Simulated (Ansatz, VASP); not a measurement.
# One calculation of Re, two programs

```
Re
1.0
     2.77908    0.00000    0.00000
    -1.38954    2.40676    0.00000
     0.00000    0.00000    4.48773
Re
2
Direct
  0.66667 0.33333 0.75000
  0.33333 0.66667 0.25000
```

Alike in both runs: task single point; functional PBE; k mesh 11 × 11 × 6; occupations fermi-dirac, width 0.05 eV; no spin polarisation.

```csv
,VASP,Ansatz
version,VASP 6.6.1,Ansatz 0.2.0
potentials or method,"VASP PAW PBE potentials, release 64 (Re)",Ansatz PAW
plane-wave cutoff (eV),520,420
valence electrons in the cell,14,30
```

Ansatz gave:

* gap on the k mesh at the Fermi level (eV): none
* pressure (GPa): -1.4
* traceless stress, the component that is largest in VASP (GPa): 0.24

Which values does VASP return?

gap on the k mesh at the Fermi level (eV): none; pressure (GPa): -1.9; traceless stress, the component that is largest in VASP (GPa): 0.10.

A gap of «none» marks a metal or a gap that the smearing closes. VASP's potentials hold 14 valence electrons a cell and Ansatz's 30, so a difference there can come from the potentials and not from the codes.

Spin-orbit coupling is off throughout.
